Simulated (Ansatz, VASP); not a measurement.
AlN: VASP beside Ansatz

File INCAR:

```
PREC     = Accurate       # precision mode
ENCUT    = 520            # plane-wave cutoff, eV
EDIFF    = 1E-7           # SCF threshold, eV
ISMEAR   = -1             # smearing method
SIGMA    = 0.05           # smearing width, eV
LREAL    = F              # projectors in reciprocal space
LASPH    = T              # aspherical terms in the spheres
NELM     = 60             # most SCF steps
ALGO     = Normal         # electronic algorithm
ISIF     = 2              # what is computed and relaxed
LWAVE    = F              # write WAVECAR
LCHARG   = F              # write CHGCAR
GGA      = PS             # functional
NBANDS   = 16             # bands
```

Contents of KPOINTS:

```
Automatic mesh
0
Gamma
  9 9 7
```

File POSCAR:

```
AlN
1.0
    3.3121157418      0.0000000000      0.0000000000
   -1.6560578709      2.8683763727      0.0000000000
    0.0000000000      0.0000000000      4.1875630000
Al N
2 2
Direct
    0.6666666667      0.3333333333      0.2500000000
    0.3333333333      0.6666666667      0.7500000000
    0.6666666667      0.3333333333      0.7500000000
    0.3333333333      0.6666666667      0.2500000000
```

Contents of input.yaml:

```yaml
crystal:
  lattice:
    - [3.3121157418, 0.0, 0.0]
    - [-1.6560578709, 2.8683763727, 0.0]
    - [0.0, 0.0, 4.187563]
  atoms:
    - { symbol: Al, position: [0.6666666667, 0.3333333333, 0.25] }
    - { symbol: Al, position: [0.3333333333, 0.6666666667, 0.75] }
    - { symbol: "N", position: [0.6666666667, 0.3333333333, 0.75] }
    - { symbol: "N", position: [0.3333333333, 0.6666666667, 0.25] }
kpoints:
  mp_grid: { grid: [9, 9, 7] }
scf:
  occupations: { method: fermi_dirac, width: 0.05 }
hamiltonian:
  xc: pbesol
  pseudopotentials: { kind: all_electron, lapw: { basis_error: 0.002 } }
output:
  forces: true
  stress: true
  eigenvalues: true
```

Alike in both runs: task single point; functional PBEsol; k mesh 9 × 9 × 7; occupations fermi-dirac, width 0.05 eV; no spin polarisation.

|  | VASP | Ansatz |
| --- | --- | --- |
| version | VASP 6.6.1 | Ansatz 0.2.0 |
| potentials or method | VASP PAW PBE potentials, release 64 (Al, N), cutoff 520 eV | all-electron LAPW, scalar-relativistic |

```tsv
	VASP	Ansatz	Ansatz less VASP
gap on the k mesh at the Fermi level (eV)	3.19	3.18	-0.003
least direct gap on the mesh (eV)	3.19	3.18	-0.003
pressure (GPa)	-3.5	-3.5	+0.04
traceless stress, the component that is largest in VASP (GPa)	-0.59	-0.46	+0.129
```

VASP's potentials were made for PBE, not for PBEsol. Ansatz ran all-electron here, and VASP with PAW potentials.
